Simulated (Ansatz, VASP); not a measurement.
## Two plane-wave programs on BP

Contents of INCAR:

```
SYSTEM = BP
  ALGO = Normal
  EDIFF = 1E-6
  ENCUT = 500
  GGA = PE
  GGA_COMPAT = .False.
  ISIF = 2
  ISMEAR = 0
  LASPH = .True.
  LCHARG = .False.
  LREAL = .False.
  LWAVE = .False.
  NBANDS = 11
  NELM = 120
  PREC = Accurate
  SIGMA = 0.05
```

KPOINTS

```
k-points
0
Gamma
  8 8 8
  0 0 0
```

File POSCAR:

```
BP
1.0
    0.0000000000      2.2236200000      2.2690000000
    2.2236200000      0.0000000000      2.2690000000
    2.2236200000      2.2236200000      0.0000000000
B P
1 1
Direct
    0.0000000000      0.0000000000      0.0000000000
    0.2500000000      0.2500000000      0.2500000000
```

Input for Ansatz:

```yaml
crystal:
  lattice:
    - [0.0, 2.22362, 2.269]
    - [2.22362, 0.0, 2.269]
    - [2.22362, 2.22362, 0.0]
  atoms:
    - { symbol: B, position: [0.0, 0.0, 0.0] }
    - { symbol: P, position: [0.25, 0.25, 0.25] }
basis:
  ecutwfc: 557.833418042754
kpoints:
  mp_grid:
    grid: [8, 8, 8]
hamiltonian:
  xc: pbe
scf:
  occupations:
    method: gaussian
    width: 0.05
output:
  stress: true
```

Alike in both runs: task single point; functional PBE; k mesh 8 × 8 × 8; occupations gaussian, width 0.05 eV; no spin polarisation.

|  | VASP | Ansatz |
| --- | --- | --- |
| version | VASP 6.6.1 | Ansatz 0.2.0 |
| potentials or method | VASP PAW PBE potentials, release 64 (B, P), cutoff 500 eV | plane waves, PAW |
| valence electrons in the cell | 8 | 8 |

Ansatz gave:

```
pressure (GPa)                                                : 8.4
traceless stress, the component that is largest in VASP (GPa) : -3.82
```

Problem. What did VASP give for the same quantities?

Solution. Pressure (GPa): 8.1; traceless stress, the component that is largest in VASP (GPa): -3.83.
